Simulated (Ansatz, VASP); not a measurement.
One calculation of Ba2ZnP2, two programs

Contents of INCAR:

```
SYSTEM = Ba2ZnP2
PREC = Accurate ; ENCUT = 520
EDIFF = 1E-6 ; ISMEAR = 0
SIGMA = 0.1 ; LREAL = .FALSE.
LASPH = .TRUE. ; NELM = 60
ALGO = Normal ; ISIF = 2
LWAVE = .FALSE. ; LCHARG = .FALSE.
GGA = PE ; NBANDS = 53
```

KPOINTS

```
Automatic mesh
0
G
  2 2 2
  0 0 0
```

The input POSCAR:

```
Ba2ZnP2
1.0
    0.0000000000      0.0000000000      6.4644070040
    6.7120092892      0.0000000000      0.0000000000
    0.0000000000      6.7120092892      0.0000000000
Ba Zn P
4 2 4
Direct
    0.5000000000      0.7819071368      0.7819071368
    0.5000000000      0.2180928632      0.2180928632
    0.0000000000      0.7819071368      0.2180928632
    0.0000000000      0.2180928632      0.7819071368
    0.7500000000      0.5000000000      0.5000000000
    0.2500000000      0.5000000000      0.5000000000
    0.0000000000      0.2948136238      0.2948136238
    0.0000000000      0.7051863762      0.7051863762
    0.5000000000      0.2948136238      0.7051863762
    0.5000000000      0.7051863762      0.2948136238
```

Input for Ansatz:

```yaml
crystal:
  lattice:
    - [0.0, 0.0, 6.464407004]
    - [6.7120092892, 0.0, 0.0]
    - [0.0, 6.7120092892, 0.0]
  atoms:
    - { symbol: Ba, position: [0.5, 0.7819071368, 0.7819071368] }
    - { symbol: Ba, position: [0.5, 0.2180928632, 0.2180928632] }
    - { symbol: Ba, position: [0.0, 0.7819071368, 0.2180928632] }
    - { symbol: Ba, position: [0.0, 0.2180928632, 0.7819071368] }
    - { symbol: Zn, position: [0.75, 0.5, 0.5] }
    - { symbol: Zn, position: [0.25, 0.5, 0.5] }
    - { symbol: P, position: [0.0, 0.2948136238, 0.2948136238] }
    - { symbol: P, position: [0.0, 0.7051863762, 0.7051863762] }
    - { symbol: P, position: [0.5, 0.2948136238, 0.7051863762] }
    - { symbol: P, position: [0.5, 0.7051863762, 0.2948136238] }
basis:
  ecutwfc: 420
kpoints:
  mp_grid: { grid: [2, 2, 2] }
hamiltonian:
  xc: pbe
scf:
  occupations: { method: gaussian, width: 0.1 }
  lower_state_search: "off"
output:
  forces: true
  stress: true
  eigenvalues: true
```

Alike in both runs: task single point; functional PBE; k mesh 2 × 2 × 2; occupations gaussian, width 0.1 eV; no spin polarisation.

|  | VASP | Ansatz |
| --- | --- | --- |
| version | VASP 6.6.1 | Ansatz 0.2.0 |
| potentials or method | VASP PAW PBE potentials, release 64 (Ba_sv, Zn, P), cutoff 520 eV | scalar-relativistic, plane waves, PAW |
| valence electrons in the cell | 84 | 84 |

Ansatz gave:

| Item | Value |
| --- | --- |
| gap on the k mesh at the Fermi level (eV) | 0.77 |
| least direct gap on the mesh (eV) | 0.84 |
| pressure (GPa) | -0.1 |
| traceless stress, the component that is largest in VASP (GPa) | -0.59 |
| rms of the force components (eV/Å) | 0.059 |

**Question.** What did VASP give for the same quantities?

**Answer.** gap on the k mesh at the Fermi level (eV): 0.71; least direct gap on the mesh (eV): 0.77; pressure (GPa): 0.5; traceless stress, the component that is largest in VASP (GPa): -0.58; rms of the force components (eV/Å): 0.094.

Atom by atom the forces differ by 0.036 eV/Å (rms over components).

The k mesh is coarse, so the values compare programs but aren't converged. Neither program's run includes spin-orbit coupling.
